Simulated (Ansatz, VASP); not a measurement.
# Two plane-wave programs on SbSe5

```
Sb Se
1.0
     3.82624    0.00000    0.00000
    -1.91312    3.31362    0.00000
     0.00000    0.00000   13.27661
Sb Se
1 5
Direct
  0.00000 0.00000 0.00000
  0.33333 0.66667 0.12807
  0.66667 0.33333 0.87193
  0.33333 0.66667 0.61594
  0.00000 0.00000 0.50000
  0.66667 0.33333 0.38406
```

Alike in both runs: task relaxation of cell and atoms; functional PBE; k mesh 12 × 12 × 4; occupations gaussian, width 0.1 eV; no spin polarisation.

|  | VASP | Ansatz |
| --- | --- | --- |
| version | VASP 6.6.1 | Ansatz 0.2.0 |
| potentials or method | VASP PAW PBE potentials, release 64 (Sb, Se), cutoff 600 eV | scalar-relativistic, plane waves, PAW |
| valence electrons in the cell | 35 | 95 |

|  | VASP | Ansatz | Ansatz less VASP |
| --- | --- | --- | --- |
| gap on the k mesh at the Fermi level, each at its own relaxed structure (eV) | none | none | - |
| relaxed volume (Å³/atom) | 28.06 | 28.06 | 0.000 |
| relaxed cell length with the largest relative difference (Å) | 3.826 | 3.826 | 0.0000 |

A gap of «none» marks a metal or a gap that the smearing closes. VASP's potentials hold 35 valence electrons a cell and Ansatz's 95, so a difference there can come from the potentials and not from the codes.

Spin-orbit coupling is off throughout. Noted on VASP's run: the relaxation stopped at its first step, so nothing moved.
